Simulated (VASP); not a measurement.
Crystal: Sr3CuH2.

```
Sr Cu H
1.0
     4.17391    0.00000    0.00000
    -2.08695    3.61471    0.00000
     0.00000    0.00000    8.29211
Sr Cu H
3 1 2
Direct
  0.33333 0.66667 0.50000
  0.66667 0.33333 0.00000
  0.66667 0.33333 0.50000
  0.33333 0.66667 0.00000
  0.00000 0.00000 0.24507
  0.00000 0.00000 0.75493
```

The cell was generated, and may not be a known phase.

| Quantity | Value |
| --- | --- |
| Program | VASP 6.6.1 |
| Task | relaxation of cell and atoms |
| Functional | PBE |
| Potentials or basis | VASP PAW PBE potentials, release 64 (Sr_sv, Cu, H) |
| Cutoff | 600 eV |
| k mesh | 6 × 6 × 2 |
| Occupations | gaussian, width 0.1 eV |
| Spin | no spin polarisation |

At the start: pressure 18.7 GPa; volume 20.85 Å³/atom.

Problem. How do energy, volume and symmetry change on relaxing?

Solution. Over 18 steps the energy falls by 1036.1 meV/atom and the volume is 29.99 Å³/atom (+43.8 %); space group P-6m2 (No. 187, to 0.1 Å) before and after.

The path:
| step | energy change (eV) | largest force (eV/Å) | pressure (GPa) | volume (Å³) |
| --- | --- | --- | --- | --- |
| 1 | 0.0000 | 0.3060 | 18.67 | 125.11 |
| 2 | -4.7089 | 0.3915 | 1.70 | 171.66 |
| 3 | -5.2285 | 0.4467 | 0.31 | 187.52 |
| 4 | -5.5854 | 0.3976 | -1.48 | 220.41 |
| 5 | -5.5870 | 0.4177 | -1.25 | 215.35 |
| 6 | -5.7496 | 0.4128 | -1.08 | 206.40 |
| 7 | -5.8598 | 0.3936 | -0.78 | 194.63 |
| 8 | -5.8626 | 0.3851 | -0.58 | 191.20 |
| 9 | -5.9294 | 0.3939 | -0.23 | 182.88 |
| 10 | -5.9796 | 0.4010 | 0.23 | 173.39 |
| 11 | -5.9598 | 0.3823 | 1.67 | 155.35 |
| 12 | -5.9920 | 0.4012 | 0.67 | 166.48 |
| 13 | -6.0505 | 0.3631 | 0.53 | 168.52 |
| 14 | -6.1659 | 0.2277 | 0.16 | 174.64 |
| 15 | -6.1341 | 0.0797 | -0.17 | 186.88 |
| 16 | -6.1971 | 0.0902 | -0.08 | 179.46 |
| 17 | -6.2094 | 0.0405 | -0.08 | 180.21 |
| 18 | -6.2167 | 0.0010 | -0.08 | 179.95 |

Final structure:
```xyz
6
Lattice="5.4300 0.0000 0.0000 -2.7150 4.7026 0.0000 0.0000 0.0000 7.0471" Properties=species:S:1:pos:R:3 pbc="T T T"
Sr    0.0000    3.1350    3.5235
Sr    2.7150    1.5675    0.0000
Sr    2.7150    1.5675    3.5235
Cu    0.0000    3.1350    0.0000
H     0.0000    0.0000    2.4387
H     0.0000    0.0000    4.6083
```

Caveat: the k points lie up to 0.45 Å⁻¹ apart in the final cell, too coarse for converged energies and pressures of a metal; the volume moved by over 15 % at a fixed basis, so the end points are rough.
